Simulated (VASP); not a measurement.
# CdS (P6_3mc) in VASP: further runs, part 2 of 2

VASP 6.6.1. Earlier steps stand in the parts before.

## 4. Equation of state, PBE

POSCAR.step1

```
CdS
1.0
    4.0215662496      0.0000000000      0.0000000000
   -2.0107831248      3.4827785352      0.0000000000
    0.0000000000      0.0000000000      6.5285040539
Cd S
2 2
Direct
    0.6666666667      0.3333333333      0.5000000000
    0.3333333333      0.6666666667      0.0000000000
    0.6666666667      0.3333333333      0.8750000000
    0.3333333333      0.6666666667      0.3750000000
```

POSCAR.step2

```
CdS
1.0
    4.0652823512      0.0000000000      0.0000000000
   -2.0326411756      3.5206377897      0.0000000000
    0.0000000000      0.0000000000      6.5994716144
Cd S
2 2
Direct
    0.6666666667      0.3333333333      0.5000000000
    0.3333333333      0.6666666667      0.0000000000
    0.6666666667      0.3333333333      0.8750000000
    0.3333333333      0.6666666667      0.3750000000
```

POSCAR.step3

```
CdS
1.0
    4.1080779419      0.0000000000      0.0000000000
   -2.0540389709      3.5576998584      0.0000000000
    0.0000000000      0.0000000000      6.6689448420
Cd S
2 2
Direct
    0.6666666667      0.3333333333      0.5000000000
    0.3333333333      0.6666666667      0.0000000000
    0.6666666667      0.3333333333      0.8750000000
    0.3333333333      0.6666666667      0.3750000000
```

POSCAR.step4

```
CdS
1.0
    4.1500000000      0.0000000000      0.0000000000
   -2.0750000000      3.5940054257      0.0000000000
    0.0000000000      0.0000000000      6.7370000000
Cd S
2 2
Direct
    0.6666666667      0.3333333333      0.5000000000
    0.3333333333      0.6666666667      0.0000000000
    0.6666666667      0.3333333333      0.8750000000
    0.3333333333      0.6666666667      0.3750000000
```

POSCAR.step5

```
CdS
1.0
    4.1910917813      0.0000000000      0.0000000000
   -2.0955458907      3.6295919522      0.0000000000
    0.0000000000      0.0000000000      6.8037073086
Cd S
2 2
Direct
    0.6666666667      0.3333333333      0.5000000000
    0.3333333333      0.6666666667      0.0000000000
    0.6666666667      0.3333333333      0.8750000000
    0.3333333333      0.6666666667      0.3750000000
```

POSCAR.step6

```
CdS
1.0
    4.2313932131      0.0000000000      0.0000000000
   -2.1156966065      3.6644940159      0.0000000000
    0.0000000000      0.0000000000      6.8691315847
Cd S
2 2
Direct
    0.6666666667      0.3333333333      0.5000000000
    0.3333333333      0.6666666667      0.0000000000
    0.6666666667      0.3333333333      0.8750000000
    0.3333333333      0.6666666667      0.3750000000
```

POSCAR.step7

```
CdS
1.0
    4.2709412363      0.0000000000      0.0000000000
   -2.1354706181      3.6987436087      0.0000000000
    0.0000000000      0.0000000000      6.9333327973
Cd S
2 2
Direct
    0.6666666667      0.3333333333      0.5000000000
    0.3333333333      0.6666666667      0.0000000000
    0.6666666667      0.3333333333      0.8750000000
    0.3333333333      0.6666666667      0.3750000000
```

INCAR

```
SYSTEM = CdS
  GGA = PE
  ISMEAR = 0
  SIGMA = 0.03
  LWAVE = .FALSE.
  LCHARG = .FALSE.
  ISIF = 2
  NSW = 0
  ENCUT = 580
  PREC = Accurate
  LASPH = .TRUE.
  LREAL = .FALSE.
  ALGO = Normal
  EDIFF = 1E-7
  NELM = 120
  GGA_COMPAT = .FALSE.
  EFERMI = MIDGAP
```

KPOINTS

```
k-points
0
Gamma
  6 6 4
```

Potentials or basis: VASP PAW PBE potentials, release 64 (Cd_sv_GW, S_GW).

Launch:

```
> cat potpaw_PBE.64/Cd_sv_GW/POTCAR potpaw_PBE.64/S_GW/POTCAR > POTCAR
> cp POSCAR.step1 POSCAR
> mpirun -np 1 vasp_std > vasp.out
> cp POSCAR.step2 POSCAR
> mpirun -np 1 vasp_std > vasp.out
> cp POSCAR.step3 POSCAR
> mpirun -np 1 vasp_std > vasp.out
> cp POSCAR.step4 POSCAR
> mpirun -np 1 vasp_std > vasp.out
> cp POSCAR.step5 POSCAR
> mpirun -np 1 vasp_std > vasp.out
> cp POSCAR.step6 POSCAR
> mpirun -np 1 vasp_std > vasp.out
> cp POSCAR.step7 POSCAR
> mpirun -np 1 vasp_std > vasp.out
```

OUTCAR:

```text
SYSTEM = CdS
   GGA = PE
   ISMEAR = 0
   ISIF = 2
   NSW = 0
   ENCUT = 580
   PREC = Accurate
   LASPH = .TRUE.
   LREAL = .FALSE.
   EDIFF = 1E-7
   NELM = 120
   EFERMI = MIDGAP

 Found     21 irreducible k-points:

 Following reciprocal coordinates:
            Coordinates               Weight
  0.000000  0.000000  0.000000      1.000000
  0.166667 -0.000000  0.000000      6.000000
  0.333333  0.000000  0.000000      6.000000
  0.500000 -0.000000  0.000000      3.000000
  0.166667  0.166667  0.000000      6.000000
  0.333333  0.166667  0.000000     12.000000
   k-points           NKPTS =     21   k-points in BZ     NKDIM =     21   number of bands    NBANDS=     31
   number of dos      NEDOS =    301   number of ions     NIONS =      4
   total plane-waves  NPLWV =  69984
   dimension x,y,z NGX =    36 NGY =   36 NGZ =   54
   dimension x,y,z NGXF=    72 NGYF=   72 NGZF=  108
   ions per type =               2   2
   NGX,Y,Z   is equivalent  to a cutoff of  14.01, 14.01, 12.95 a.u.
   NGXF,Y,Z  is equivalent  to a cutoff of  28.03, 28.03, 25.90 a.u.
 SYSTEM =  CdS
   PREC   = accura    normal or accurate (medium, high low for compatibility)
   ISTART =      0    job   : 0-new  1-cont  2-samecut
[... 62 lines left out ...]
 E-fermi :   2.4260     XC(G=0):  -8.8050

 val. band max:        1.9323516545   @ k =   0.0000   0.0000   0.0000
 cond. band min:       2.9195559089   @ k =   0.0000   0.0000   0.0000
 fundamental gap:      0.9872042544
 Fermi energy:         2.4259537817

 k-point     1 :       0.0000    0.0000    0.0000
  band No.  band energies     occupation
      1     -99.2503      2.00000
      2     -99.2502      2.00000
      3     -60.3140      2.00000
      4     -60.3140      2.00000
      5     -60.3137      2.00000
      6     -60.3137      2.00000
[... 193 lines left out ...]
     30       8.0424      0.00000
     31       8.7025      0.00000

 [... further k-points ...]

------------------------ aborting loop because EDIFF is reached ----------------------------------------

  FORCE on cell =-STRESS in cart. coord.  units (eV):
  Direction    XX          YY          ZZ          XY          YZ          ZX
  --------------------------------------------------------------------------------------
  -------------------------------------------------------------------------------------
  Total       -2.0332310     -2.0332310     -1.7698544     -0.0000000      0.0000000      0.0000000
  in kB      -29.7424971    -29.7424971    -25.8897740     -0.0000000      0.0000000      0.0000000
  external PRESSURE =     -28.4582560 kB  Pullay stress =       0.0000000 kB

 VOLUME and BASIS-vectors are now :
 -----------------------------------------------------------------------------
  energy-cutoff  :      580.00
  volume of cell :      109.53
      direct lattice vectors                 reciprocal lattice vectors
     4.270941236  0.000000000  0.000000000     0.234140426  0.135181038  0.000000000
    -2.135470618  3.698743609  0.000000000     0.000000000  0.270362076  0.000000000
     0.000000000  0.000000000  6.933332797     0.000000000  0.000000000  0.144230780

 POSITION                                       TOTAL-FORCE (eV/Angst)
 -----------------------------------------------------------------------------------
      2.13547      1.23291      3.46667         0.000000     -0.000000     -0.051197
     -0.00000      2.46583      0.00000        -0.000000      0.000000     -0.051197
      2.13547      1.23291      6.06667         0.000000      0.000000      0.051197
     -0.00000      2.46583      2.60000        -0.000000      0.000000      0.051197
 -----------------------------------------------------------------------------------
    total drift:                               -0.000001      0.000001     -0.000255

  FREE ENERGIE OF THE ION-ELECTRON SYSTEM (eV)
  ---------------------------------------------------
  free  energy   TOTEN  =       -12.3983830443 eV

  energy  without entropy=      -12.3983830443  energy(sigma->0) =      -12.39838304
```

It took 7.4 min on 1 thread of AMD EPYC 9R45 (Zen 5), shared host; peak memory 0.27 GiB.

What came out:

```
Equilibrium volume                        : 26.07 Å³/atom
Bulk modulus at fixed shape and positions : 53 GPa
Pressure derivative of the bulk modulus   : 4.5
```

Energy against volume, from the lowest point:
| volume (Å³/atom) | energy (meV/atom) |
| --- | --- |
| 22.860 | 83.67 |
| 23.614 | 46.10 |
| 24.367 | 20.73 |
| 25.121 | 5.98 |
| 25.874 | 0.00 |
| 26.628 | 1.63 |
| 27.382 | 9.72 |

Caveat: the cell was scaled at fixed shape and fractional positions, which overstates the stiffness of a crystal with free parameters, most of all of layers and chains.

## 5. Against experiment

Step 2. Against the measured gap of CdS, 2.5809 eV (quoted in “Isotope dependence of band-gap energy”, 2008, arxiv:0807.2152), the calculated 1.65 eV is off by -0.93 eV. Spin-orbit coupling on Cd is left out. The value is that of r2SCAN, without temperature or zero-point motion.
